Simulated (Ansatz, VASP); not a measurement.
# One calculation of Bi, two programs

```
Bi
1.0
     2.27300    1.31232    3.91446
    -2.27300    1.31232    3.91446
     0.00000   -2.62463    3.91446
Bi
2
Direct
  0.23389 0.23389 0.23389
  0.76611 0.76611 0.76611
```

Change from the starting cell: zz strain of -1 %.

Alike in both runs: task single point; functional PBE; k mesh 11 × 11 × 11; occupations fermi-dirac, width 0.03 eV; no spin polarisation.

|  | VASP | Ansatz |
| --- | --- | --- |
| version | VASP 6.6.1 | Ansatz 0.2.0 |
| potentials or method | VASP PAW PBE potentials, release 64 (Bi_d), cutoff 520 eV | all-electron LAPW, scalar-relativistic |

Ansatz gave:

* pressure (GPa): 2.3
* traceless stress, the component that is largest in VASP (GPa): 0.20
* rms of the force components (eV/Å): 0.145

Problem. Which values does VASP return?

Solution. Pressure (GPa): 2.2; traceless stress, the component that is largest in VASP (GPa): 0.20; rms of the force components (eV/Å): 0.149.

Atom by atom the forces differ by 0.004 eV/Å (rms over components). Ansatz ran all-electron here, and VASP with PAW potentials.

Neither program's run includes spin-orbit coupling.
